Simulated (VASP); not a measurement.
Crystal: CuAu.

```
CELL_PARAMETERS angstrom
1.44306 0.83315 4.25617
-1.44306 0.83315 4.25617
0.00000 -1.66630 4.25617
ATOMIC_POSITIONS crystal
Au 0.00000 0.00000 0.00000
Cu 0.50000 0.50000 0.50000
```

| Item | Value |
| --- | --- |
| Program | VASP 6.6.1 |
| Task | relaxation of cell and atoms |
| Functional | PBE |
| Potentials or basis | VASP PAW PBE potentials, release 64 (Au, Cu) |
| Cutoff | 600 eV |
| k mesh | 11 × 11 × 11 |
| Occupations | fermi-dirac, width 0.05 eV |
| Spin | no spin polarisation |

At the start: pressure -0.3 GPa; volume 15.35 Å³/atom.

**Question.** How do energy, volume and symmetry change on relaxing?

**Answer.** Over 7 steps the energy falls by 3.6 meV/atom and the volume is 15.29 Å³/atom (-0.4 %); space group R-3m (No. 166, to 0.1 Å) before and after.

The path:
```
step  energy change (eV)  largest force (eV/Å)  pressure (GPa)  volume (Å³)
   1              0.0000                0.0000           -0.26        30.70
   2             -0.0022                0.0000            0.16        30.59
   3             -0.0053                0.0000            1.54        30.25
   4             -0.0060                0.0000            1.30        30.29
   5             -0.0064                0.0000            0.96        30.37
   6             -0.0068                0.0000            0.63        30.44
   7             -0.0071                0.0000           -0.03        30.58
```

Final structure:
```
Au Cu
1.0
     1.42106    0.82045    4.37134
    -1.42106    0.82045    4.37134
     0.00000   -1.64090    4.37134
Au Cu
1 1
Direct
  0.00000 0.00000 0.00000
  0.50000 0.50000 0.50000
```
